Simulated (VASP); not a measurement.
Write the native input for VASP 6.6.1 that does the following.

| Item | Value |
| --- | --- |
| Task | single point |
| Functional | PBE |
| Potentials or basis | VASP PAW PBE potentials, release 64 (Pt, S) |
| Cutoff | 520 eV |
| k mesh | 12 × 12 × 8 |
| Occupations | gaussian, width 0.05 eV |
| Spin | no spin polarisation |
| Dipole correction | no |
| Further INCAR settings | ALGO = Normal; EDIFF = 1e-06; NBANDS = 18 |

The structure of PtS2 lies in POSCAR:

```
PtS2
1.0
    3.4343878199      0.0000000000      0.0000000000
   -1.7171939099      2.9742670985      0.0000000000
    0.0000000000      0.0000000000      5.0352224520
Pt S
1 2
Direct
    0.0000000000      0.0000000000      0.0000000000
    0.3333333333      0.6666666667      0.2135405790
    0.6666666667      0.3333333333      0.7864594210
```

This cell differs from its parent crystal: strained.

One way to write it, as run:

INCAR

```
SYSTEM = PtS2
ALGO = Normal ; EDIFF = 1E-6
ENCUT = 520 ; GGA = PE
ISIF = 2 ; ISMEAR = 0
LASPH = .True. ; LCHARG = .False.
LREAL = .False. ; LWAVE = .False.
NBANDS = 18 ; NELM = 60
PREC = Accurate ; SIGMA = 0.05
```

KPOINTS

```
k-points
0
Gamma
  12 12 8
  0 0 0
```

Potentials or basis: VASP PAW PBE potentials, release 64 (Pt, S).

Launch:

```console
$ cat potpaw_PBE.64/Pt/POTCAR potpaw_PBE.64/S/POTCAR > POTCAR
$ mpirun -np 1 vasp_std > vasp.out
```

It gave:

| Item | Value |
| --- | --- |
| Pressure | 34.1 GPa |
| Largest force | 3.572 eV/Å |
| Band gap on the k mesh | 1.12 eV (least direct gap 1.21 eV) |

Caveat: the cell differs from its parent crystal (strained); the stress differs along the axes, from 26 to 38 GPa; spin-orbit coupling is left out, which moves the levels of the heavy elements; this functional lacks dispersion, which binds layers or chains, so the pressure and a relaxed spacing across them are unreliable; forces of over 1 eV/Å act on the atoms, so gaps and moduli don't describe the material at rest.

It took 55 s on 1 thread of Intel(R) Xeon(R) Platinum 8488C (Sapphire Rapids) (shared host), peak memory 0.26 GiB.
